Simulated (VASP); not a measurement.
Runs of VASP 6.6.1 on DyMgSb3. The structure is that of space group Pm-3m (No. 221), or close to it. The cells are those of the table. The cell was generated, and may not be a known phase.

| task | cell | k mesh | gap on the mesh (eV) | pressure (GPa) | relaxed volume (Å³/atom) |
| --- | --- | --- | --- | --- | --- |
| relaxation of cell and atoms | relaxed from a = 5.000 Å, 5 atoms | 4 × 4 × 4 | none | -0.1 | 38.09 |
| relaxation of cell and atoms | relaxed from a = 5.740 Å, 5 atoms | 8 × 8 × 8 | none | 0.0 | (a) |
| single point | a = 5.740 Å, 5 atoms | 4 × 4 × 4 | none | 0.1 | - |
| single point | a = 5.744 Å, 5 atoms | 8 × 8 × 8 | none | 0.1 | - |
| single point | a = 5.000 Å, 5 atoms | 4 × 4 × 4 | none | 32.3 | - |

Alike in all rows: level PBE; potentials or basis VASP PAW PBE potentials, release 64 (Dy_3, Mg, Sb), 4f in core; no spin polarisation; cutoff (eV) 600; smearing gaussian 0.1 eV.

Problem. Estimate the missing entries.

Solution. (a) 38.01.

Caveats: spin-orbit coupling is left out, which moves the levels of the heavy elements; the 4f electrons are frozen in the core, so they carry no moment and show no levels; the volume moved by over 15 % at a fixed basis, so the end points are rough (at least some runs); the cell stands under pressure (at least some runs).

A k mesh can miss the band edges, and the runs leave out spin-orbit coupling on Dy, Sb.

A gap of «none» marks levels without a gap at the run's occupations.
